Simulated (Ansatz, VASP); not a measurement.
## Two plane-wave programs on Cs

```
CELL_PARAMETERS angstrom
4.92259 0.00000 0.00000
0.00000 4.92259 0.00000
0.00000 0.00000 4.92259
ATOMIC_POSITIONS crystal
Cs 0.00000 0.00000 0.00000
```

Alike in both runs: functional PBEsol; k mesh 8 × 8 × 8; occupations fermi-dirac, width 0.08 eV; no spin polarisation.

Ansatz relaxed the structure, and its values are those at the end. VASP's run is a single point on that final structure, the one shown.

|  | VASP | Ansatz |
| --- | --- | --- |
| version | VASP 6.6.1 | Ansatz 0.2.0 |
| potentials or method | VASP PAW PBE potentials, release 64 (Cs_sv) | PAW with Ansatz's default frozen-core files, scalar-relativistic |
| plane-wave cutoff (eV) | 520 | 420 |
| valence electrons in the cell | 9 | 9 |

```csv
,VASP,Ansatz,Ansatz less VASP
pressure (GPa),0.0,0.0,0.00
```

VASP's potentials were made for PBE, not for PBEsol.

Spin-orbit coupling is off throughout.
